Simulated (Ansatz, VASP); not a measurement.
## Two plane-wave programs on P

```
P
1.0
     2.70828    0.00000    0.00000
    -1.35414    2.34544    0.00000
     0.00000    0.00000   10.17469
P
4
Direct
  0.00000 0.00000 0.00000
  0.00000 0.00000 0.50000
  0.33333 0.66667 0.25000
  0.66667 0.33333 0.75000
```

Alike in both runs: task single point; functional RPBE; k mesh 15 × 15 × 4; occupations fermi-dirac, width 0.1 eV; no spin polarisation.

|  | VASP | Ansatz |
| --- | --- | --- |
| version | VASP 6.6.1 | Ansatz 0.2.0 |
| potentials or method | VASP PAW PBE potentials, release 64 (P), cutoff 520 eV | plane waves (420 eV) with PAW, scalar-relativistic |
| valence electrons in the cell | 20 | 20 |

|  | VASP | Ansatz | Ansatz less VASP |
| --- | --- | --- | --- |
| pressure (GPa) | -6.2 | -5.8 | +0.38 |
| traceless stress, the component that is largest in VASP (GPa) | 1.55 | 1.43 | -0.113 |

VASP's potentials were made for PBE, not for RPBE.
